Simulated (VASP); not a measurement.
Here is a VASP 6.6.1 calculation.

INCAR

```
ALGO = Normal
EDIFF = 1E-7
EDIFFG = -0.01
ENCUT = 600
IBRION = 2
ISIF = 3
ISMEAR = -1
LASPH = True
LCHARG = False
LREAL = False
LWAVE = False
NELM = 60
NSW = 80
PREC = Accurate
SIGMA = 0.02
```

Contents of KPOINTS:

```
k-points
0
Gamma
  12 12 6
```

Contents of POSCAR:

```
BN
1.0
    2.5360000000      0.0000000000      0.0000000000
   -1.2680000000      2.1962404200      0.0000000000
    0.0000000000      0.0000000000      4.1990000000
B N
2 2
Direct
    0.6666666700      0.3333333300      0.0000000000
    0.3333333300      0.6666666700      0.5000000000
    0.6666666700      0.3333333300      0.3750000000
    0.3333333300      0.6666666700      0.8750000000
```

Potentials or basis: VASP PAW LDA potentials, release 64 (B, N).

Run with:

```bash
$ cat potpaw_LDA.64/B/POTCAR potpaw_LDA.64/N/POTCAR > POTCAR
$ mpirun -np 1 vasp_std > vasp.out
```

Question: Estimate the band gap on the k mesh.

Answer: 4.91 eV, indirect (least direct gap 8.27 eV).

Question: What does it give for the relaxed volume?

Answer: 5.77 Å³/atom.

Question: Predict the relaxed cell.

Answer: a = 2.525 Å, b = 2.525 Å, c = 4.177 Å, α = 90.00°, β = 90.00°, γ = 120.00°.

Forces in eV/Å, atoms in the order of the input:
```
B    0.000  0.000  0.006
B    0.000  0.000  0.006
N    0.000  0.000 -0.006
N    0.000  0.000 -0.006
```

A k mesh can miss the band edges. LDA usually gives volumes a few per cent too small.
